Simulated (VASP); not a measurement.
Input of a VASP 6.6.1 run:

File INCAR:

```
PREC = Accurate
ENCUT = 520
EDIFF = 1E-6
ISMEAR = 0
SIGMA = 0.1
LREAL = F
LASPH = T
NELM = 100
ALGO = Fast
ISIF = 2
LWAVE = F
LCHARG = F
GGA = PS
NBANDS = 17
```

Contents of KPOINTS:

```
Automatic mesh
0
Gamma
  10 10 10
```

Contents of POSCAR:

```
Ca
1.0
    4.0678692598      0.0000000000      0.0000000000
    0.0000000000      4.0678692598      0.0000000000
    0.0000000000      0.0000000000      4.0477239377
Ca
2
Direct
    0.0000000000      0.0000000000      0.5000000000
    0.5000000000      0.5000000000      0.0000000000
```

Potentials or basis: VASP PAW PBE potentials, release 64 (Ca_sv).

Launch:

```bash
$ cat potpaw_PBE.64/Ca_sv/POTCAR > POTCAR
$ mpirun -np 1 vasp_std > vasp.out
```

Question: What does it give for the band gap on the k mesh?

Answer: Zero (bands 10 and 11 overlap by 0.65 eV).

Question: Estimate the pressure.

Answer: 4.2 GPa.

Caveat: the cell differs from its parent crystal (equal strain along all axes, cell held: -6.0 %); the cell stands under pressure; the PAW data sets were made with another functional, which shifts forces and pressure a little.
